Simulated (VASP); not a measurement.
Write the native input for VASP 6.6.1 that does the following.

```
Task                   : single point
Functional             : PBE
Dispersion             : D3(BJ)
Potentials or basis    : VASP PAW PBE potentials, release 64 (Ta_pv, H)
Cutoff                 : 520 eV
k mesh                 : 6 × 6 × 1
Occupations            : gaussian, width 0.1 eV
Spin                   : no spin polarisation
Dipole correction      : yes
Further INCAR settings : ALGO = Normal; EDIFF = 1e-06; NBANDS = 54
```

The structure of Ta8H lies in POSCAR:

```
Ta8H
1.0
    4.6456161668      0.0000000000      0.0000000000
   -2.3228080834      4.0232216167      0.0000000000
    0.0000000000      0.0000000000     25.6379770039
Ta H
8 1
Direct
    0.6666666667      0.3333333334      0.3315394190
    0.3333333333      0.6666666667      0.3685268315
    0.0000000000      0.0000000000      0.4055142438
    0.6666666667      0.3333333334      0.4425016562
    0.3333333333      0.6666666667      0.4762660038
    0.0000000000      0.0000000000      0.5198566660
    0.6666666667      0.3333333334      0.5522688407
    0.3333333333      0.6666666667      0.5789370640
    0.6666666667      0.8333333334      0.6297138596
```

The input as run:

INCAR

```
PREC     = Accurate       # precision mode
ENCUT    = 520            # plane-wave cutoff, eV
EDIFF    = 1E-6           # SCF threshold, eV
ISMEAR   = 0              # smearing method
SIGMA    = 0.1            # smearing width, eV
LREAL    = False          # projectors in reciprocal space
LASPH    = True           # aspherical terms in the spheres
NELM     = 80             # most SCF steps
ALGO     = Normal         # electronic algorithm
ISIF     = 2              # what is computed and relaxed
LWAVE    = False          # write WAVECAR
LCHARG   = False          # write CHGCAR
LDIPOL   = True         
IDIPOL   = 3            
DIPOL    = 0.5 0.5 0.478
GGA      = PE             # functional
IVDW     = 12             # dispersion correction
NBANDS   = 54             # bands
```

KPOINTS

```
Automatic mesh
0
Gamma
  6 6 1
```

Potentials or basis: VASP PAW PBE potentials, release 64 (Ta_pv, H).

The run is started by

```console
$ cat potpaw_PBE.64/Ta_pv/POTCAR potpaw_PBE.64/H/POTCAR > POTCAR
$ mpirun -np 1 vasp_std > vasp.out
```

Results of the run:

The largest force is 1.796 eV/Å and the band gap on the k mesh is zero (an odd number of electrons rules out a gap without spin polarisation). The dispersion energy per atom is -0.401 eV.

Caveat: spin-orbit coupling is left out, which moves the levels of the heavy elements.

Wall time 11 min on 1 thread of AMD EPYC 7R13 Processor (Zen 3), with other jobs on the host, peak memory 0.67 GiB.
